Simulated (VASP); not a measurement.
Ba3Si: single point with PBE

Crystal: Ba3Si.

```
Ba Si
1.0
     5.34723    0.00000    0.00000
     0.00000    5.34723    0.00000
     0.00000    0.00000    5.34723
Ba Si
3 1
Direct
  0.00000 0.50000 0.50000
  0.50000 0.50000 0.00000
  0.50000 0.00000 0.50000
  0.00000 0.00000 0.00000
```

This cell differs from its parent crystal: volume scaled by 0.980.

```yaml
Program: VASP 6.6.1
Task: single point
Functional: PBE
Potentials_or_basis: VASP PAW PBE potentials, release 64 (Ba_sv, Si)
Cutoff: 520 eV
k_mesh: 6 × 6 × 6
Occupations: gaussian, width 0.05 eV
Spin: no spin polarisation
```

```yaml
Pressure: 0.8 GPa
Band_gap_on_the_k_mesh: zero (band 17 reaches 4.00 eV, above the bottom of band 18 at 3.04 eV)
```

Levels at points of the mesh, in eV from the Fermi level:
```
           k point  band 15  band 16  band 17  band 18  band 19  band 20
(0.00, 0.00, 0.00)    -0.33    -0.33    -0.18    -0.18    -0.18     0.26
(0.50, 0.00, 0.00)    -0.77    -0.76    -0.76     0.29     1.20     2.12
(0.50, 0.50, 0.00)    -1.33    -1.28     0.72     0.72     0.75     1.32
(0.50, 0.50, 0.50)    -0.56    -0.56    -0.24    -0.24    -0.24     2.09
```

Wall time 43 s on 1 thread of Intel(R) Xeon(R) 6975P-C (Granite Rapids), with other jobs on the host, peak memory 0.27 GiB.

Caveat: spin-orbit coupling is left out, which moves the levels of the heavy elements.
